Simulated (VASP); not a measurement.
# Sn3IrO8 (Cmmm) in VASP: single point with PBEsol

Aim: the single point of Sn3IrO8 with PBEsol.

Everything below comes from runs of VASP 6.6.1. Logs are shortened: lines on timing, memory, paths and dates and some standing lists are left out, and cuts for length are marked.

## (1) The cell of the first run

Symmetry: Cmmm, No. 65, orthorhombic system. The conventional cell has a = 6.700 Å, b = 6.700 Å, c = 6.373 Å, α = 90.00°, β = 90.00°, γ = 90.00°. Ir (site symmetry mmm) has 6 O at 1.99 to 2.01 Å within 2.6 Å. Within 2.7 Å of Sn (site symmetry mmm) lie 6 O at 2.06 to 2.07 Å. Sn (site symmetry mm2) has 6 O at 2.06 to 2.09 Å within 2.7 Å. Within 2.6 Å of O (site symmetry m2m) lie 1 Ir at 1.99 Å and 2 Sn at 2.09 Å. O (site symmetry m2m) has 3 Sn at 2.06 Å and 1 O at 2.58 Å within 2.7 Å. O (site symmetry m) has 1 Ir at 2.01 Å and 2 Sn at 2.07 Å and 1 O at 2.55 Å within 2.7 Å.

## (2) Single point, PBEsol, collinear spin, ferromagnetic start

File INCAR:

```
ALGO = Normal
EDIFF = 1E-6
ENCUT = 520
GGA = PS
ISIF = 2
ISMEAR = 0
ISPIN = 2
LASPH = True
LCHARG = False
LMAXMIX = 4
LORBIT = 11
LREAL = False
LWAVE = False
MAGMOM = 5 0 0 0 0 0 0 0 0 0 0 0
NBANDS = 66
NELM = 150
PREC = Accurate
SIGMA = 0.05
```

File KPOINTS:

```
k-points
0
Gamma
  4 4 3
```

File POSCAR:

```
Sn3IrO8
1.0
    4.7373500000      0.0000000000      0.0000000000
    0.0000000000      4.7373500000      0.0000000000
    0.0000000000      0.0000000000      6.3728000000
Ir Sn O
1 3 8
Direct
    1.0000000000      1.0000000000      0.0000000000
    1.0000000000      1.0000000000      0.5000000000
    0.5000000000      0.5000000000      0.2480852912
    0.5000000000      0.5000000000      0.7519147088
    0.2968981925      0.2968981925      0.0000000000
    0.3076883062      0.3076883062      0.5000000000
    0.1906566102      0.8093433898      0.2437520800
    0.1906566102      0.8093433898      0.7562479200
    0.7031018075      0.7031018075      0.0000000000
    0.6923116938      0.6923116938      0.5000000000
    0.8093433898      0.1906566102      0.2437520800
    0.8093433898      0.1906566102      0.7562479200
```

Potentials or basis: VASP PAW PBE potentials, release 64 (Ir, Sn_d, O).

On the command line:

```console
$ cat potpaw_PBE.64/Ir/POTCAR potpaw_PBE.64/Sn_d/POTCAR potpaw_PBE.64/O/POTCAR > POTCAR
$ mpirun -np 1 vasp_std > vasp.out
```

OUTCAR:

```text
EDIFF = 1E-6
   ENCUT = 520
   GGA = PS
   ISIF = 2
   ISMEAR = 0
   ISPIN = 2
   LASPH = True
   LORBIT = 11
   LREAL = False
   NELM = 150
   PREC = Accurate

 ion  position               nearest neighbor table
   1  0.000  0.000  0.000-   5 1.99   9 1.99   8 2.01   7 2.01  11 2.01  12 2.01   2 3.19   2 3.19

   2  0.000  0.000  0.500-   6 2.06  10 2.06   8 2.07   7 2.07  11 2.07  12 2.07   1 3.19   1 3.19
                             4 3.71   3 3.71   3 3.71   4 3.71   3 3.71   4 3.71   3 3.71   4 3.71
   3  0.500  0.500  0.248-   6 2.06  10 2.06   7 2.07  11 2.07   5 2.09   9 2.09   4 3.16   4 3.21
                             2 3.71   2 3.71   2 3.71   2 3.71
   4  0.500  0.500  0.752-   6 2.06  10 2.06   8 2.07  12 2.07   5 2.09   9 2.09   3 3.16   3 3.21
                             2 3.71   2 3.71   2 3.71   2 3.71
   5  0.297  0.297  0.000-   1 1.99   3 2.09   4 2.09
   6  0.308  0.308  0.500-   3 2.06   4 2.06   2 2.06
   7  0.191  0.809  0.244-   1 2.01   3 2.07   2 2.07
   8  0.191  0.809  0.756-   1 2.01   4 2.07   2 2.07
   9  0.703  0.703  0.000-   1 1.99   3 2.09   4 2.09
  10  0.692  0.692  0.500-   3 2.06   4 2.06   2 2.06
  11  0.809  0.191  0.244-   1 2.01   3 2.07   2 2.07
  12  0.809  0.191  0.756-   1 2.01   4 2.07   2 2.07

  LATTYP: Found a simple tetragonal cell.
 ALAT       =     4.7373500000
 C/A-ratio  =     1.3452246509

  Lattice vectors:

 A1 = (   4.7373500000,   0.0000000000,   0.0000000000)
 A2 = (   0.0000000000,   4.7373500000,   0.0000000000)
 A3 = (   0.0000000000,   0.0000000000,   6.3728000000)

Analysis of symmetry for initial positions (statically):
=====================================================================
 Subroutine PRICEL returns:
 Original cell was already a primitive cell.

 Routine SETGRP: Setting up the symmetry group for a
 simple tetragonal supercell.

 Subroutine GETGRP returns: Found  8 space group operations
 (whereof  8 operations were pure point group operations)
 out of a pool of 16 trial point group operations.

The static configuration has the point symmetry D_2h.

Analysis of symmetry for dynamics (positions and initial velocities):
=====================================================================
 Subroutine PRICEL returns:
 Original cell was already a primitive cell.

 Routine SETGRP: Setting up the symmetry group for a
 simple tetragonal supercell.

 Subroutine GETGRP returns: Found  8 space group operations
 (whereof  8 operations were pure point group operations)
[... 179 lines left out ...]

 spin component 1

 k-point     1 :       0.0000    0.0000    0.0000
  band No.  band energies     occupation
      1     -15.5742      1.00000
      2     -15.5119      1.00000
      3     -15.0168      1.00000
      4     -14.9993      1.00000
      5     -14.8798      1.00000
      6     -14.7133      1.00000
[... 885 lines left out ...]
     60      14.4355      0.00000
     61      15.5890      0.00000
 Fermi energy:         6.7440395076

 spin component 2

 k-point     1 :       0.0000    0.0000    0.0000
  band No.  band energies     occupation
      1     -15.5661      1.00000
      2     -15.5001      1.00000
      3     -15.0082      1.00000
      4     -14.9933      1.00000
      5     -14.8741      1.00000
      6     -14.7129      1.00000
[... 885 lines left out ...]
     60      14.4758      0.00000
     61      15.6172      0.00000
 [bands above 61 left out]

------------------------ aborting loop because EDIFF is reached ----------------------------------------

  FORCE on cell =-STRESS in cart. coord.  units (eV):
  Direction    XX          YY          ZZ          XY          YZ          ZX
  --------------------------------------------------------------------------------------
  -------------------------------------------------------------------------------------
  Total       -1.3666157     -1.3666157      2.2834577     -0.6436208      0.0000000      0.0000000
  in kB      -15.3093149    -15.3093149     25.5801045     -7.2100691      0.0000000      0.0000000
  external PRESSURE =      -1.6795085 kB  Pullay stress =       0.0000000 kB

 VOLUME and BASIS-vectors are now :
 -----------------------------------------------------------------------------
  energy-cutoff  :      520.00
  volume of cell :      143.02
      direct lattice vectors                 reciprocal lattice vectors
     4.737350000  0.000000000  0.000000000     0.211088478  0.000000000  0.000000000
     0.000000000  4.737350000  0.000000000     0.000000000  0.211088478  0.000000000
     0.000000000  0.000000000  6.372800000     0.000000000  0.000000000  0.156916897

 POSITION                                       TOTAL-FORCE (eV/Angst)
 -----------------------------------------------------------------------------------
      0.00000      0.00000      0.00000        -0.000000     -0.000000      0.000000
      0.00000      0.00000      3.18640        -0.000000     -0.000000      0.000000
      2.36868      2.36868      1.58100        -0.000000     -0.000000     -0.027936
      2.36868      2.36868      4.79180        -0.000000     -0.000000      0.027936
      1.40651      1.40651      0.00000         0.038012      0.038012      0.000000
      1.45763      1.45763      3.18640        -0.010357     -0.010357     -0.000000
      0.90321      3.83414      1.55338        -0.042230      0.042230     -0.061935
      0.90321      3.83414      4.81942        -0.042230      0.042230      0.061935
      3.33084      3.33084      0.00000        -0.038012     -0.038012     -0.000000
      3.27972      3.27972      3.18640         0.010357      0.010357      0.000000
      3.83414      0.90321      1.55338         0.042230     -0.042230     -0.061935
      3.83414      0.90321      4.81942         0.042230     -0.042230      0.061935
 -----------------------------------------------------------------------------------
    total drift:                                0.000000      0.000000      0.000000

  FREE ENERGIE OF THE ION-ELECTRON SYSTEM (eV)
  ---------------------------------------------------
  free  energy   TOTEN  =       -81.5322828925 eV

  energy  without entropy=      -81.5271085667  energy(sigma->0) =      -81.52969573

 total charge

# of ion       s       p       d       tot
------------------------------------------
    1        0.600   0.809   6.805   8.215
    2        0.919   1.073  10.364  12.356
    3        0.901   1.079  10.361  12.341
    4        0.901   1.079  10.361  12.341
    5        1.552   3.452   0.000   5.003
    6        1.559   3.486   0.000   5.045
    7        1.554   3.458   0.000   5.011
    8        1.554   3.458   0.000   5.011
    9        1.552   3.452   0.000   5.003
   10        1.559   3.486   0.000   5.045
   11        1.554   3.458   0.000   5.011
   12        1.554   3.458   0.000   5.011
--------------------------------------------------
tot         15.758  31.746  37.890  85.394

 magnetization (x)

# of ion       s       p       d       tot
------------------------------------------
    1        0.004   0.003   0.595   0.601
    2       -0.003  -0.002   0.000  -0.004
    3       -0.003  -0.002   0.001  -0.003
    4       -0.003  -0.002   0.001  -0.003
    5        0.001   0.071   0.000   0.072
    6       -0.000   0.003   0.000   0.002
    7        0.001   0.039   0.000   0.039
    8        0.001   0.039   0.000   0.039
    9        0.001   0.071   0.000   0.072
   10       -0.000   0.003   0.000   0.002
   11        0.001   0.039   0.000   0.039
   12        0.001   0.039   0.000   0.039
--------------------------------------------------
tot         -0.000   0.299   0.597   0.896
```

stdout:

```text
POSCAR found type information on POSCAR IrSnO
 POSCAR found :  3 types and      12 ions
 scaLAPACK will be used
 -----------------------------------------------------------------------------
|                                                                             |
|                                                                             |
|     You enforced a specific xc type in the INCAR file but a different       |
|     I HOPE YOU KNOW WHAT YOU ARE DOING!                                     |
|                                                                             |
 -----------------------------------------------------------------------------

 LDA part: xc-table for (Slater+PW92), standard interpolation
 POSCAR, INCAR and KPOINTS ok, starting setup
 FFT: planning ... GRIDC
 FFT: planning ... GRID_SOFT
 FFT: planning ... GRID
 WAVECAR not read
 entering main loop
```

Wall time 7.7 min (1 thread of AMD EPYC 7R13, shared host); peak memory 0.37 GiB.

What came out:

```
Free energy                                           : -81.5323 eV
Pressure                                              : -0.2 GPa
Largest force                                         : 0.086 eV/Å
Band gap on the k mesh                                : zero (filled and empty bands overlap)
Net moment                                            : 0.99 μB per cell
Site moments                                          : Ir +0.60; Sn -0.00; O +0.07, +0.00, +0.04 μB
Valence electrons inside the program's atomic spheres : Ir 8.21; Sn 12.36, 12.34; O 5.00, 5.04, 5.01
```

Forces in eV/Å, atoms in the order of the input:
```
Ir   0.000  0.000  0.000
Sn   0.000  0.000  0.000
Sn   0.000  0.000 -0.028
Sn   0.000  0.000  0.028
O    0.038  0.038  0.000
O   -0.010 -0.010  0.000
O   -0.042  0.042 -0.062
O   -0.042  0.042  0.062
O   -0.038 -0.038  0.000
O    0.010  0.010  0.000
O    0.042 -0.042 -0.062
O    0.042 -0.042  0.062
```

Stress tensor (GPa, compression positive):
```
-1.53 -0.72  0.00
-0.72 -1.53  0.00
 0.00  0.00  2.56
```

Levels at points of the mesh, in eV from the Fermi level:
Spin up:
| k point | band 47 | band 48 | band 49 | band 50 | band 51 | band 52 | band 53 | band 54 |
| --- | --- | --- | --- | --- | --- | --- | --- | --- |
| (0.00, 0.00, 0.00) | -1.62 | -1.45 | -0.53 | -0.01 | 0.27 | 2.30 | 3.10 | 4.30 |
| (0.50, 0.00, 0.00) | -2.23 | -1.15 | -0.66 | -0.48 | 2.83 | 2.89 | 3.08 | 3.89 |
| (0.50, 0.50, 0.00) | -2.38 | -1.88 | -0.50 | -0.25 | 0.91 | 3.02 | 3.30 | 3.63 |
Spin down:
| k point | band 45 | band 46 | band 47 | band 48 | band 49 | band 50 | band 51 | band 52 | band 53 | band 54 |
| --- | --- | --- | --- | --- | --- | --- | --- | --- | --- | --- |
| (0.00, 0.00, 0.00) | -2.25 | -2.24 | -1.46 | -1.25 | 0.11 | 0.28 | 0.32 | 2.50 | 3.31 | 4.33 |
| (0.50, 0.00, 0.00) | -2.27 | -2.21 | -2.12 | -0.96 | -0.19 | -0.08 | 2.87 | 3.08 | 3.22 | 4.00 |
| (0.50, 0.50, 0.00) | -2.38 | -2.28 | -2.24 | -1.65 | -0.22 | 0.31 | 1.04 | 3.23 | 3.33 | 3.68 |

Caveat: the PAW data sets were made with another functional, which shifts forces and pressure a little; spin-orbit coupling is left out, which moves the levels of the heavy elements; the moment fell far below its start of 5 μB, so a state of higher moment may lie lower in energy.
